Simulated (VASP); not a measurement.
# BN (F-43m) in VASP: settings compared, part 2 of 2

VASP 6.6.1.

**4. Single point, PBE-based screened hybrid with 40 % exact exchange**

POSCAR reads:

```
BN
1.0
    0.0000000000      1.8048245542      1.8048245542
    1.8048245542      0.0000000000      1.8048245542
    1.8048245542      1.8048245542      0.0000000000
B N
1 1
Direct
    0.0000000000      0.0000000000      0.0000000000
    0.2500000000      0.2500000000      0.2500000000
```

INCAR.step1 reads:

```
SYSTEM = BN
PREC     = Accurate       ! precision mode
ENCUT    = 520            ! plane-wave cutoff, eV
EDIFF    = 1E-5           ! SCF threshold, eV
ISMEAR   = 0              ! smearing method
SIGMA    = 0.01           ! smearing width, eV
LREAL    = .False.        ! projectors in reciprocal space
LASPH    = .True.         ! aspherical terms in the spheres
NELM     = 100            ! most SCF steps
ALGO     = Normal         ! electronic algorithm
ISIF     = 2              ! what is computed and relaxed
LWAVE    = .True.         ! write WAVECAR
GGA      = PE             ! functional
NBANDS   = 11             ! bands
```

INCAR.step2 reads:

```
SYSTEM = BN
PREC     = Accurate       ! precision mode
ENCUT    = 520            ! plane-wave cutoff, eV
EDIFF    = 1E-6           ! SCF threshold, eV
ISMEAR   = 0              ! smearing method
SIGMA    = 0.01           ! smearing width, eV
LREAL    = .False.        ! projectors in reciprocal space
LASPH    = .True.         ! aspherical terms in the spheres
NELM     = 100            ! most SCF steps
ALGO     = Normal         ! electronic algorithm
ISIF     = 2              ! what is computed and relaxed
LWAVE    = .False.        ! write WAVECAR
LCHARG   = .True.         ! write CHGCAR
GGA      = PE             ! functional
LHFCALC  = .True.         ! exact exchange
AEXX     = 0.4            ! exact-exchange fraction
HFSCREEN = 0.3            ! screening, 1/A
PRECFOCK = Normal       
LELF     = .True.         ! ELF
LVHAR    = .True.       
ISTART   = 1            
NBANDS   = 11             ! bands
```

KPOINTS reads:

```
regular mesh
0
Gamma
  6 6 6
  0 0 0
```

Potentials or basis: VASP PAW PBE potentials, release 64 (B, N).

On the command line:

```
$ cat potpaw_PBE.64/B/POTCAR potpaw_PBE.64/N/POTCAR > POTCAR
$ cp INCAR.step1 INCAR
$ mpirun -np 1 vasp_std > vasp.out
$ cp INCAR.step2 INCAR
$ mpirun -np 1 vasp_std > vasp.out
```

OUTCAR:

```text
SYSTEM = BN
   PREC = Accurate
   ENCUT = 520
   EDIFF = 1E-6
   ISMEAR = 0
   LREAL = .False.
   LASPH = .True.
   NELM = 100
   ISIF = 2
   GGA = PE
   LHFCALC = .True.
   AEXX = 0.4
   HFSCREEN = 0.3
   PRECFOCK = Normal
   ISTART = 1

 ion  position               nearest neighbor table
   1  0.000  0.000  0.000-   2 1.56   2 1.56   2 1.56   2 1.56
   2  0.250  0.250  0.250-   1 1.56   1 1.56   1 1.56   1 1.56

  LATTYP: Found a face centered cubic cell.
 ALAT       =     3.6096491084

  Lattice vectors:

 A1 = (   0.0000000000,   1.8048245542,   1.8048245542)
 A2 = (   1.8048245542,   0.0000000000,   1.8048245542)
 A3 = (   1.8048245542,   1.8048245542,   0.0000000000)

Analysis of symmetry for initial positions (statically):
=====================================================================
 Subroutine PRICEL returns:
 Original cell was already a primitive cell.

 Routine SETGRP: Setting up the symmetry group for a
 face centered cubic supercell.

 Subroutine GETGRP returns: Found 24 space group operations
 (whereof 24 operations were pure point group operations)
 out of a pool of 48 trial point group operations.

The static configuration has the point symmetry T_d .

Analysis of symmetry for dynamics (positions and initial velocities):
=====================================================================
 Subroutine PRICEL returns:
 Original cell was already a primitive cell.

 Routine SETGRP: Setting up the symmetry group for a
 face centered cubic supercell.

 Subroutine GETGRP returns: Found 24 space group operations
 (whereof 24 operations were pure point group operations)
 out of a pool of 48 trial point group operations.

The dynamic configuration has the point symmetry T_d .

 Subroutine INISYM returns: Found 24 space group operations
 (whereof 24 operations are pure point group operations),
 and found     1 'primitive' translations

----------------------------------------------------------------------------------------
[... 119 lines left out ...]
   ENCUTFOCK=  -1.0 apply spherical cutoff to Coloumb kernel
   IVDW    =     0    specifies the selected vdW correction
   LEPSILON=     F    determine dielectric tensor
   LRPA    =     F    only Hartree local field effects (RPA)
 non-spin polarized calculation
 Gauss-broadening in eV      SIGMA  =   0.01
  energy-cutoff  :      520.00
  volume of cell :       11.76
 maximum number of plane-waves:       332
  NGX = 16; NGY = 16; NGZ = 16

 number of electron       7.9999999 magnetization

 Free energy of the ion-electron system (eV)
  ---------------------------------------------------
  ext. energy  EPLUGINS =         0.00000000
  ---------------------------------------------------
  free energy    TOTEN  =       -21.45012824 eV

  energy without entropy =      -21.45012824  energy(sigma->0) =      -21.45012824

 E-fermi :   6.3804     XC(G=0):  -9.3435

 val. band max:        6.2838154421   @ k =   0.0000   0.0000   0.0000
 cond. band min:      12.4955331272   @ k =   0.5000   0.5000   0.0000
 fundamental gap:      6.2117176851
 Fermi energy:         6.3804066652

 k-point     1 :       0.0000    0.0000    0.0000
  band No.  band energies     occupation
      1     -16.8700      2.00000
      2       6.2838      2.00000
      3       6.2838      2.00000
      4       6.2838      2.00000
      5      17.5023      0.00000
      6      17.5023      0.00000
      7      17.5023      0.00000
      8      19.1570      0.00000
      9      33.8678      0.00000
     10      36.8506      0.00000
     11      36.8506      0.00000
[... 197 lines left out ...]
 k-point    16 :      -0.3333    0.5000    0.1667
  band No.  band energies     occupation
      1     -10.3647      2.00000
      2      -3.0828      2.00000
      3      -0.7035      2.00000
      4      -0.5462      2.00000
      5      16.1075      0.00000
      6      20.6639      0.00000
      7      24.5069      0.00000
      8      26.3685      0.00000
      9      29.3406      0.00000
     10      35.6645      0.00000
     11      39.5727      0.00000

------------------------ aborting loop because EDIFF is reached ----------------------------------------

  FORCE on cell =-STRESS in cart. coord.  units (eV):
  Direction    XX          YY          ZZ          XY          YZ          ZX
  --------------------------------------------------------------------------------------
  -------------------------------------------------------------------------------------
  Total       -0.6246949     -0.6246949     -0.6246949     -0.0000000      0.0000000     -0.0000000
  in kB      -85.1223417    -85.1223417    -85.1223417     -0.0000000      0.0000000     -0.0000000
  external PRESSURE =     -85.1223417 kB  Pullay stress =       0.0000000 kB

 VOLUME and BASIS-vectors are now :
 -----------------------------------------------------------------------------
  energy-cutoff  :      520.00
  volume of cell :       11.76
      direct lattice vectors                 reciprocal lattice vectors
     0.000000000  1.804824554  1.804824554    -0.277035238  0.277035238  0.277035238
     1.804824554  0.000000000  1.804824554     0.277035238 -0.277035238  0.277035238
     1.804824554  1.804824554  0.000000000     0.277035238  0.277035238 -0.277035238

 POSITION                                       TOTAL-FORCE (eV/Angst)
 -----------------------------------------------------------------------------------
      0.00000      0.00000      0.00000         0.000000      0.000000      0.000000
      0.90241      0.90241      0.90241        -0.000000     -0.000000     -0.000000
 -----------------------------------------------------------------------------------
    total drift:                               -0.000001     -0.000001     -0.000001

  FREE ENERGIE OF THE ION-ELECTRON SYSTEM (eV)
  ---------------------------------------------------
  free  energy   TOTEN  =       -21.4501282412 eV

  energy  without entropy=      -21.4501282412  energy(sigma->0) =      -21.45012824
```

OUTCAR.step1:

```text
SYSTEM = BN
   PREC = Accurate
   ENCUT = 520
   EDIFF = 1E-5
   ISMEAR = 0
   LREAL = .False.
   LASPH = .True.
[... 434 lines left out ...]
      0.00000      0.00000      0.00000         0.000000      0.000000     -0.000000
      0.90241      0.90241      0.90241        -0.000000     -0.000000      0.000000
 -----------------------------------------------------------------------------------
    total drift:                                0.000000      0.000000      0.000000

  FREE ENERGIE OF THE ION-ELECTRON SYSTEM (eV)
  ---------------------------------------------------
  free  energy   TOTEN  =       -17.4444447684 eV

  energy  without entropy=      -17.4444447684  energy(sigma->0) =      -17.44444477
```

OSZICAR.step1:

```text
N       E                     dE             d eps       ncg     rms          rms(c)
DAV:   1     0.101316242664E+02    0.10132E+02   -0.49589E+03   360   0.719E+02
DAV:   2    -0.178842938967E+02   -0.28016E+02   -0.27354E+02   413   0.162E+02
DAV:   3    -0.184179043443E+02   -0.53361E+00   -0.53258E+00   415   0.199E+01
DAV:   4    -0.184185187657E+02   -0.61442E-03   -0.61442E-03   379   0.748E-01
DAV:   5    -0.184185193113E+02   -0.54555E-06   -0.54558E-06   403   0.215E-02    0.673E+00
DAV:   6    -0.175323657135E+02    0.88615E+00   -0.29388E+00   364   0.992E+00    0.329E+00
DAV:   7    -0.174586319127E+02    0.73734E-01   -0.10514E-01   382   0.267E+00    0.193E+00
DAV:   8    -0.174441680430E+02    0.14464E-01   -0.35764E-02   385   0.138E+00    0.195E-01
DAV:   9    -0.174443537725E+02   -0.18573E-03   -0.95198E-04   367   0.258E-01    0.832E-02
DAV:  10    -0.174444395505E+02   -0.85778E-04   -0.11974E-04   376   0.936E-02    0.151E-02
DAV:  11    -0.174444447684E+02   -0.52179E-05   -0.90145E-06   380   0.248E-02
   1 F= -.17444445E+02 E0= -.17444445E+02  d E =-.844698E-35
```

Wall time 3.9 min (1 thread of AMD EPYC 7R13, shared host); peak memory 0.19 GiB.

What came out:

```
Free energy            : -21.4501 eV
Pressure               : -8.5 GPa
Band gap on the k mesh : 6.21 eV (least direct gap 11.22 eV)
```

Levels at points of the mesh, in eV from the valence-band top:
```tsv
k point	band 2	band 3	band 4	band 5	band 6	band 7
(0.00, 0.00, 0.00)	0.00	0.00	0.00	11.22	11.22	11.22
(0.50, 0.00, 0.00)	-12.11	-2.18	-2.18	12.51	13.20	13.20
(0.50, 0.50, 0.00)	-10.20	-5.53	-5.53	6.21	11.26	21.58
```

Caveat: the k points lie up to 0.50 Å⁻¹ apart; the PAW data sets were made with another functional, which shifts forces and pressure a little.

**5. Single point, PBE-based global hybrid with 15 % exact exchange**

POSCAR is that of step 4.

INCAR.step1 reads:

```
PREC = Accurate
ENCUT = 520
EDIFF = 1E-5
ISMEAR = 0
SIGMA = 0.01
LREAL = False
LASPH = True
NELM = 80
ALGO = Normal
ISIF = 2
LWAVE = True
LCHARG = False
GGA = PE
NBANDS = 11
```

INCAR.step2 reads:

```
PREC = Accurate
ENCUT = 520
EDIFF = 1E-7
ISMEAR = 0
SIGMA = 0.01
LREAL = False
LASPH = True
NELM = 80
ALGO = Normal
ISIF = 2
LWAVE = False
LCHARG = False
GGA = PE
LHFCALC = True
AEXX = 0.15
PRECFOCK = Normal
ISTART = 1
NBANDS = 11
```

KPOINTS reads:

```
regular mesh
0
Gamma
  6 6 6
```

On the command line:

```
$ cat potpaw_PBE.64/B/POTCAR potpaw_PBE.64/N/POTCAR > POTCAR
$ cp INCAR.step1 INCAR
$ mpirun -np 1 vasp_std > vasp.out
$ cp INCAR.step2 INCAR
$ mpirun -np 1 vasp_std > vasp.out
```

Run time: 3.7 min. Hardware: 1 thread of AMD EPYC 7R13, shared host; peak memory 0.09 GiB.

Results (log left out):

* Free energy: -19.7439 eV
* Pressure: -0.4 GPa
* Band gap on the k mesh: 5.72 eV (least direct gap 10.35 eV)

Levels at points of the mesh, in eV from the valence-band top:
| k point | band 1 | band 2 | band 3 | band 4 | band 5 | band 6 | band 7 | band 8 | band 9 |
| --- | --- | --- | --- | --- | --- | --- | --- | --- | --- |
| (0.00, 0.00, 0.00) | -21.43 | 0.00 | 0.00 | 0.00 | 10.35 | 10.35 | 10.35 | 11.97 | 26.50 |
| (0.50, 0.00, 0.00) | -17.00 | -11.32 | -2.05 | -2.05 | 11.70 | 12.29 | 12.29 | 17.06 | 25.26 |
| (0.50, 0.50, 0.00) | -15.56 | -9.48 | -5.18 | -5.18 | 5.72 | 10.63 | 19.99 | 19.99 | 22.81 |

Caveat: the k points lie up to 0.50 Å⁻¹ apart; the PAW data sets were made with another functional, which shifts forces and pressure a little.

**6. Single point, PBE-based screened hybrid with 5 % exact exchange**

POSCAR is that of step 5.

INCAR.step1 reads:

```
PREC = Accurate
ENCUT = 520
EDIFF = 1E-5
ISMEAR = 0
SIGMA = 0.01
LREAL = F
LASPH = T
NELM = 80
ALGO = Normal
ISIF = 2
LWAVE = T
LCHARG = F
NBANDS = 11
GGA = PE
```

INCAR.step2 reads:

```
PREC = Accurate
ENCUT = 520
EDIFF = 1E-6
ISMEAR = 0
SIGMA = 0.01
LREAL = F
LASPH = T
NELM = 80
ALGO = Normal
ISIF = 2
LWAVE = F
LCHARG = F
GGA = PE
LHFCALC = T
AEXX = 0.05
HFSCREEN = 0.2078
PRECFOCK = Normal
NBANDS = 11
ISTART = 1
```

KPOINTS reads:

```
Automatic mesh
0
Gamma
  6 6 6
```

Potentials or basis: VASP PAW PBE potentials, release 64 (B, N).

On the command line:

```
$ cat potpaw_PBE.64/B/POTCAR potpaw_PBE.64/N/POTCAR > POTCAR
$ cp INCAR.step1 INCAR
$ mpirun -np 1 vasp_std > vasp.out
$ cp INCAR.step2 INCAR
$ mpirun -np 1 vasp_std > vasp.out
```

Wall time 2.8 min (1 thread of AMD EPYC 7R13, shared host); peak memory 0.19 GiB.

The run converged. Its results:

```yaml
Free_energy: -18.0161 eV
Pressure: 3.2 GPa
Band_gap_on_the_k_mesh: 4.72 eV (least direct gap 9.18 eV)
```

Levels at points of the mesh, in eV from the valence-band top:
| k point | band 1 | band 2 | band 3 | band 4 | band 5 | band 6 | band 7 | band 8 |
| --- | --- | --- | --- | --- | --- | --- | --- | --- |
| (0.00, 0.00, 0.00) | -20.66 | 0.00 | 0.00 | 0.00 | 9.18 | 9.18 | 9.18 | 10.78 |
| (0.50, 0.00, 0.00) | -16.36 | -10.92 | -1.98 | -1.98 | 10.54 | 11.09 | 11.09 | 15.73 |
| (0.50, 0.50, 0.00) | -14.96 | -9.12 | -5.01 | -5.01 | 4.72 | 9.55 | 18.49 | 18.49 |

Caveat: the k points lie up to 0.50 Å⁻¹ apart; the PAW data sets were made with another functional, which shifts forces and pressure a little.

**7. The runs side by side**

```csv
level,k mesh,grid for exact exchange (PRECFOCK),share of exact exchange,screening parameter,gap on the mesh (eV),pressure (GPa)
r2SCAN,8 × 8 × 8,-,-,-,4.98,1.1
HSE06,6 × 6 × 6,Normal,0.25,0.2079 1/Å,5.78,-3.9
PBE-based screened hybrid with 40 % exact exchange,6 × 6 × 6,Normal,0.4,0.3 1/Å,6.21,-8.5
PBE-based global hybrid with 15 % exact exchange,6 × 6 × 6,Normal,0.15,-,5.72,-0.4
PBE-based screened hybrid with 5 % exact exchange,6 × 6 × 6,Normal,0.05,0.2078 1/Å,4.72,3.2
```

Alike in all rows: task single point; potentials or basis VASP PAW PBE potentials, release 64 (B, N); no spin polarisation; cell as given; cutoff (eV) 520; smearing gaussian 0.01 eV.

Caveats: some runs use coarse meshes; the PAW data sets were made with another functional, which shifts forces and pressure a little.

Absolute energies hang on the potentials; compare differences alone.
